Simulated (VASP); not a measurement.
# Na2SCl2: single point with PBE

Na2SCl2, a slab with vacuum:

```xyz
5
Lattice="4.0274 0.0000 0.0000 0.0000 4.0274 0.0000 0.0000 0.0000 19.8776" Properties=species:S:1:pos:R:3 pbc="T T T"
Na    2.0137    2.0137    4.0000
Na    0.0000    0.0000    6.7773
Cl    0.0000    0.0000    4.0000
Cl    2.0137    2.0137    6.8776
S     4.0274    4.0274    9.2276
```

- Program: VASP 6.6.1
- Task: single point
- Functional: PBE
- Potentials or basis: VASP PAW PBE potentials, release 64 (Na_pv, Cl, S)
- Cutoff: 520 eV
- k mesh: 7 × 7 × 1
- Occupations: gaussian, width 0.05 eV
- Spin: collinear spin
- Starting moments: [0.0, 0.0, 0.0, 0.0, 2.0] μB
- Dipole correction: yes
- Further INCAR settings: ALGO = Normal; EDIFF = 1e-07; NBANDS = 29

```json
{
 "Largest force": "1.210 eV/Å",
 "Band gap on the k mesh": "0.23 eV",
 "Net moment": "2.00 μB per cell",
 "Site moments": "Na +0.00, -0.00; Cl +0.00, +0.11; S +1.07 μB",
 "Valence electrons inside the program's atomic spheres": "Na 6.01, 6.05; Cl 5.16, 5.13; S 3.53"
}
```

Forces in eV/Å, atoms in the order of the input:
```
Na   0.000  0.000  0.204
Na   0.000  0.000 -1.174
Cl   0.000  0.000 -0.234
Cl   0.000  0.000 -0.006
S    0.000  0.000  1.210
```

Levels at points of the mesh, in eV from the valence-band top:
Spin up:
| k point | band 16 | band 17 | band 18 | band 19 | band 20 | band 21 |
| --- | --- | --- | --- | --- | --- | --- |
| (0.00, 0.00, 0.00) | -0.88 | -0.88 | -0.71 | 3.93 | 5.40 | 5.81 |
Spin down:
```
           k point  band 13  band 14  band 15  band 16  band 17  band 18  band 19  band 20
(0.00, 0.00, 0.00)    -1.36    -1.03    -1.03    -0.20     1.18     1.18     3.94     5.45
```

Wall time 3.3 min on 1 thread of Intel(R) Xeon(R) 6975P-C (Granite Rapids), on a shared host, peak memory 0.55 GiB.
